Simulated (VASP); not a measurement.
# BN (I-4m2) in VASP: a series of runs

Runs on BN. Level: PBE. Tasks: single point.

Everything below comes from runs of VASP 6.6.1. Logs are shortened: lines on timing, memory, paths and dates and some standing lists are left out, and cuts for length are marked.

## 1. The cell of the first run

The structure is tetragonal, space group I-4m2 (No. 119). The conventional cell has a = 2.556 Å, b = 2.556 Å, c = 3.651 Å, α = 90.00°, β = 90.00°, γ = 90.00°. B (site symmetry -4m2) has 4 N at 1.57 Å within 2.1 Å. Within 2.1 Å of N (site symmetry -4m2) lie 4 B at 1.57 Å.

## 2. Single point, PBE (zz strain of +1 %)

INCAR

```
SYSTEM = BN
PREC = Accurate ; ENCUT = 520
EDIFF = 1E-7 ; ISMEAR = -1
SIGMA = 0.03 ; LREAL = .False.
LASPH = .True. ; NELM = 80
ALGO = Normal ; ISIF = 2
LWAVE = .False. ; LCHARG = .False.
GGA = PE ; NBANDS = 11
```

KPOINTS

```
regular mesh
0
Gamma
  13 13 13
  0 0 0
```

POSCAR

```
BN
1.0
    0.0000000000      1.8075000000      1.8255750000
    1.8075000000      0.0000000000      1.8255750000
    1.8075000000      1.8075000000      0.0000000000
B N
1 1
Direct
    0.0000000000      0.0000000000      0.0000000000
    0.7500000000      0.7500000000      0.7500000000
```

Potentials or basis: VASP PAW PBE potentials, release 64 (B, N).

The run is started by

```console
cat potpaw_PBE.64/B/POTCAR potpaw_PBE.64/N/POTCAR > POTCAR
mpirun -np 1 vasp_std > vasp.out
```

OUTCAR:

```text
SYSTEM = BN
   PREC = Accurate
   ENCUT = 520
   EDIFF = 1E-7
   ISMEAR = -1
   LREAL = .False.
   LASPH = .True.
   NELM = 80
   ISIF = 2
   GGA = PE

 ion  position               nearest neighbor table
   1  0.000  0.000  0.000-   2 1.57   2 1.57   2 1.57   2 1.57
   2  0.750  0.750  0.750-   1 1.57   1 1.57   1 1.57   1 1.57

  LATTYP: Found a body centered tetragonal cell.
 ALAT       =     2.5561910140
 C/A-ratio  =     1.4283556980

  Lattice vectors:

 A1 = (  -1.8075000000,   0.0000000000,   1.8255750000)
 A2 = (   1.8075000000,   0.0000000000,   1.8255750000)
 A3 = (   0.0000000000,   1.8075000000,  -1.8255750000)

Analysis of symmetry for initial positions (statically):
=====================================================================
 Subroutine PRICEL returns:
 Original cell was already a primitive cell.

 Routine SETGRP: Setting up the symmetry group for a
 body centered tetragonal supercell.

 Subroutine GETGRP returns: Found  8 space group operations
 (whereof  8 operations were pure point group operations)
 out of a pool of 16 trial point group operations.

The static configuration has the point symmetry D_2d.

Analysis of symmetry for dynamics (positions and initial velocities):
=====================================================================
 Subroutine PRICEL returns:
 Original cell was already a primitive cell.

 Routine SETGRP: Setting up the symmetry group for a
 body centered tetragonal supercell.

 Subroutine GETGRP returns: Found  8 space group operations
 (whereof  8 operations were pure point group operations)
 out of a pool of 16 trial point group operations.

The dynamic configuration has the point symmetry D_2d.

 Subroutine INISYM returns: Found  8 space group operations
 (whereof  8 operations are pure point group operations),
 and found     1 'primitive' translations

----------------------------------------------------------------------------------------

                                     Primitive cell

  volume of cell :      11.9285

  direct lattice vectors                    reciprocal lattice vectors
     0.000000000  1.807500000  1.825575000    -0.276625173  0.276625173  0.273886310
     1.807500000  0.000000000  1.825575000     0.276625173 -0.276625173  0.273886310
     1.807500000  1.807500000  0.000000000     0.276625173  0.276625173 -0.273886310

  length of vectors
     2.569003762  2.569003762  2.556191014     0.477552807  0.477552807  0.477552807

[... 86 lines left out ...]
   ISIF   =      2    stress and relaxation
   ISYM   =      2    0-nonsym 1-usesym 2-fastsym
   POTIM  = 0.5000    time-step for ionic-motion
   TEBEG  =    0.0;   TEEND  =   0.0 temperature during run
   PSTRESS=    0.0 pullay stress
   NELECT =       8.0000    total number of electrons
   NUPDOWN=      -1.0000    fix difference up-down
   EMIN   =  10.00;   EMAX   =-10.00  energy-range for DOS
   EFERMI =   0.00;   METHOD = LEGACY
   ISMEAR =    -1;   SIGMA  =   0.03  broadening in eV -4-tet -1-fermi 0-gaus
   EFERMI_NEDOS =   21; number of points for ismear=-14 and -15
   IALGO  =     38    algorithm
   IMIX   =      4    mixing-type and parameters
     AMIX     =   0.40;   BMIX     =  1.00
     AMIX_MAG =   1.60;   BMIX_MAG =  1.00
  volume/ion in A,a.u.               =       5.96        40.25
  Fermi-wavevector in a.u.,A,eV,Ry     =   1.432989  2.707956 27.938969  2.053456
  Thomas-Fermi vector in A             =   2.552556
   LORBIT       =      0    0 simple, 1 ext, 2 COOP (PROOUT), +10 PAW based schemes
   GGA     = PE    functional components
   LHFCALC =     F    Hartree Fock is set to
   AEXX    =    0.0000 exact exchange contribution
   IVDW    =     0    specifies the selected vdW correction
   LEPSILON=     F    determine dielectric tensor
   LRPA    =     F    only Hartree local field effects (RPA)
 non-spin polarized calculation
  energy-cutoff  :      520.00
  volume of cell :       11.93
 maximum number of plane-waves:       331
   NGX =  9   NGY =  9   NGZ =  9

 number of electron       7.9999999 magnetization

 Free energy of the ion-electron system (eV)
  ---------------------------------------------------
  ext. energy  EPLUGINS =         0.00000000
  ---------------------------------------------------
  free energy    TOTEN  =       -17.44951178 eV

  energy without entropy =      -17.44951178  energy(sigma->0) =      -17.44951178

 E-fermi :   7.8703     XC(G=0): -12.7731

 val. band max:        7.3141420966   @ k =   0.0000   0.0000   0.0000
 cond. band min:      11.7484870722   @ k =   0.4615   0.0000   0.4615
 fundamental gap:      4.4343449757
 Fermi energy:         7.8702520705

 k-point     1 :       0.0000    0.0000    0.0000
  band No.  band energies     occupation
      1     -12.8369      2.00000
      2       7.2149      2.00000
      3       7.3141      2.00000
      4       7.3141      2.00000
      5      16.0309      0.00000
      6      16.0309      0.00000
      7      16.1016      0.00000
      8      17.4683      0.00000
      9      31.8475      0.00000
     10      34.6594      0.00000
     11      35.1838      0.00000
[... 309 lines left out ...]
 k-point    24 :       0.4615    0.1538    0.0000
  band No.  band energies     occupation
      1      -8.9215      2.00000
      2      -1.8928      2.00000
      3       3.9565      2.00000
      4       4.5590      2.00000
      5      16.2253      0.00000
      6      19.1976      0.00000
      7      19.7612      0.00000
      8      21.9209      0.00000
      9      28.0187      0.00000
     10      33.2536      0.00000
     11      35.1861      0.00000

 [... further k-points ...]

------------------------ aborting loop because EDIFF is reached ----------------------------------------

  FORCE on cell =-STRESS in cart. coord.  units (eV):
  Direction    XX          YY          ZZ          XY          YZ          ZX
  --------------------------------------------------------------------------------------
  -------------------------------------------------------------------------------------
  Total        0.1168927      0.1168927     -0.3410114      0.0000000      0.0000000      0.0000000
  in kB       15.7004305     15.7004305    -45.8029260      0.0000000      0.0000000      0.0000000
  external PRESSURE =      -4.8006884 kB  Pullay stress =       0.0000000 kB

 VOLUME and BASIS-vectors are now :
 -----------------------------------------------------------------------------
  energy-cutoff  :      520.00
  volume of cell :       11.93
      direct lattice vectors                 reciprocal lattice vectors
     0.000000000  1.807500000  1.825575000    -0.276625173  0.276625173  0.273886310
     1.807500000  0.000000000  1.825575000     0.276625173 -0.276625173  0.273886310
     1.807500000  1.807500000  0.000000000     0.276625173  0.276625173 -0.273886310

 POSITION                                       TOTAL-FORCE (eV/Angst)
 -----------------------------------------------------------------------------------
      0.00000      0.00000      0.00000        -0.000000     -0.000000     -0.000000
      2.71125      2.71125      2.73836         0.000000      0.000000      0.000000
 -----------------------------------------------------------------------------------
    total drift:                                0.000000      0.000000     -0.000000

  FREE ENERGIE OF THE ION-ELECTRON SYSTEM (eV)
  ---------------------------------------------------
  free  energy   TOTEN  =       -17.4495117808 eV

  energy  without entropy=      -17.4495117808  energy(sigma->0) =      -17.44951178
```

OSZICAR:

```text
N       E                     dE             d eps       ncg     rms          rms(c)
DAV:   1     0.109217305705E+02    0.10922E+02   -0.49354E+03  4470   0.719E+02
DAV:   2    -0.178568757115E+02   -0.28779E+02   -0.27938E+02  5096   0.165E+02
DAV:   3    -0.183986885456E+02   -0.54181E+00   -0.54096E+00  5101   0.195E+01
DAV:   4    -0.183993277289E+02   -0.63918E-03   -0.63917E-03  4599   0.753E-01
DAV:   5    -0.183993283109E+02   -0.58197E-06   -0.58196E-06  4933   0.224E-02    0.665E+00
DAV:   6    -0.175320724435E+02    0.86726E+00   -0.29515E+00  4543   0.987E+00    0.323E+00
DAV:   7    -0.174632616066E+02    0.68811E-01   -0.99713E-02  4795   0.262E+00    0.191E+00
DAV:   8    -0.174492478754E+02    0.14014E-01   -0.35112E-02  4747   0.136E+00    0.187E-01
DAV:   9    -0.174494176728E+02   -0.16980E-03   -0.97630E-04  4549   0.257E-01    0.826E-02
DAV:  10    -0.174495063945E+02   -0.88722E-04   -0.12329E-04  4739   0.949E-02    0.150E-02
DAV:  11    -0.174495117568E+02   -0.53623E-05   -0.94650E-06  4962   0.252E-02    0.106E-02
DAV:  12    -0.174495117863E+02   -0.29427E-07   -0.16281E-06  4759   0.868E-03    0.625E-04
DAV:  13    -0.174495117808E+02    0.54919E-08   -0.22787E-08  2309   0.149E-03
   1 F= -.17449512E+02 E0= -.17449512E+02  d E =-.103412E-10
```

stdout:

```text
POSCAR found type information on POSCAR B N
 POSCAR found :  2 types and       2 ions
 scaLAPACK will be used
 LDA part: xc-table for (Slater+PW92), standard interpolation
 POSCAR, INCAR and KPOINTS ok, starting setup
 FFT: planning ... GRIDC
 FFT: planning ... GRID_SOFT
 FFT: planning ... GRID
 WAVECAR not read
 entering main loop
```

Run time: 9.8 s. Hardware: 1 thread of Intel Xeon 6975P-C (Granite Rapids), shared host; peak memory 0.13 GiB.

What came out:

- Free energy: -17.4495 eV
- Pressure: -0.5 GPa
- Band gap on the k mesh: 4.43 eV, indirect (least direct gap 8.72 eV)

Caveat: the cell differs from its parent crystal (zz strain of +1 %). A k mesh can miss the band edges.

## 3. Single point, PBE (zz strain of +3 %)

INCAR

```
SYSTEM = BN
PREC     = Accurate       ! precision mode
ENCUT    = 520            ! plane-wave cutoff, eV
EDIFF    = 1E-6           ! SCF threshold, eV
ISMEAR   = -1             ! smearing method
SIGMA    = 0.03           ! smearing width, eV
LREAL    = .False.        ! projectors in reciprocal space
LASPH    = .True.         ! aspherical terms in the spheres
NELM     = 80             ! most SCF steps
ALGO     = Normal         ! electronic algorithm
ISIF     = 2              ! what is computed and relaxed
LWAVE    = .False.        ! write WAVECAR
LCHARG   = .True.         ! write CHGCAR
GGA      = PE             ! functional
LELF     = .True.         ! ELF
LVHAR    = .True.       
NBANDS   = 11             ! bands
```

KPOINTS is that of step 2.

POSCAR

```
BN
1.0
    0.0000000000      1.8075000000      1.8617250000
    1.8075000000      0.0000000000      1.8617250000
    1.8075000000      1.8075000000      0.0000000000
B N
1 1
Direct
    0.0000000000      0.0000000000      0.0000000000
    0.7500000000      0.7500000000      0.7500000000
```

Potentials or basis: VASP PAW PBE potentials, release 64 (B, N).

The run is started by

```console
cat potpaw_PBE.64/B/POTCAR potpaw_PBE.64/N/POTCAR > POTCAR
mpirun -np 1 vasp_std > vasp.out
```

It took 9.3 s on 1 thread of Intel Xeon 6975P-C (Granite Rapids), shared host; peak memory 0.13 GiB.

The run converged. Its results:

```yaml
Free_energy: -17.4319 eV
Pressure: -7.5 GPa
Band_gap_on_the_k_mesh: 4.24 eV, indirect (least direct gap 8.52 eV)
```

Stress tensor (GPa, compression positive):
```
 -1.37   0.00   0.00
  0.00  -1.37   0.00
  0.00   0.00 -19.79
```

Levels at points of the mesh, in eV from the valence-band top:
| k point | band 1 | band 2 | band 3 | band 4 | band 5 | band 6 | band 7 | band 8 | band 9 |
| --- | --- | --- | --- | --- | --- | --- | --- | --- | --- |
| (0.00, 0.00, 0.00) | -20.00 | -0.30 | 0.00 | 0.00 | 8.52 | 8.52 | 8.73 | 9.77 | 24.11 |

Caveat: the cell differs from its parent crystal (zz strain of +3 %). A k mesh can miss the band edges.
